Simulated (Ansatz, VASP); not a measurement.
# One calculation of HfN, two programs

The input INCAR:

```
  ALGO = Normal
  EDIFF = 1E-6
  ENCUT = 520
  GGA = PS
  ISIF = 2
  ISMEAR = 0
  LASPH = T
  LCHARG = F
  LREAL = F
  LWAVE = F
  NBANDS = 14
  NELM = 100
  PREC = Accurate
  SIGMA = 0.15
```

File KPOINTS:

```
k-points
0
Gamma
  18 18 18
```

POSCAR

```
HfN
1.0
    0.0000000000      2.2025250000      2.2025250000
    2.2025250000      0.0000000000      2.2025250000
    2.2025250000      2.2025250000      0.0000000000
Hf N
1 1
Direct
    0.0000000000      0.0000000000      0.0000000000
    0.5000000000      0.5000000000      0.5000000000
```

Input for Ansatz:

```yaml
crystal:
  lattice:
    - [0.0, 2.202525, 2.202525]
    - [2.202525, 0.0, 2.202525]
    - [2.202525, 2.202525, 0.0]
  atoms:
    - { symbol: Hf, position: [0.0, 0.0, 0.0] }
    - { symbol: "N", position: [0.5, 0.5, 0.5] }
basis:
  ecutwfc: 420
kpoints:
  mp_grid: { grid: [18, 18, 18] }
hamiltonian:
  xc: pbesol
scf:
  occupations: { method: gaussian, width: 0.15 }
output:
  forces: true
  stress: true
  eigenvalues: true
```

Change from the starting cell: strain -0.025 along x and y, -0.025 along z, atoms carried along.

Alike in both runs: task single point; functional PBEsol; k mesh 18 × 18 × 18; occupations gaussian, width 0.15 eV; no spin polarisation.

```csv
,VASP,Ansatz
version,VASP 6.6.1,Ansatz 0.2.0
potentials or method,"VASP PAW PBE potentials, release 64 (Hf_pv, N), cutoff 520 eV","scalar-relativistic, plane waves, PAW"
valence electrons in the cell,15,31
```

|  | VASP | Ansatz | Ansatz less VASP |
| --- | --- | --- | --- |
| gap on the k mesh at the Fermi level (eV) | none | none | - |
| pressure (GPa) | 19.0 | 21.2 | +2.23 |

VASP's potentials were made for PBE, not for PBEsol. A gap of «none» marks a metal or a gap that the smearing closes. VASP's potentials hold 15 valence electrons a cell and Ansatz's 31, so a difference there can come from the potentials and not from the codes.

Neither program's run includes spin-orbit coupling.
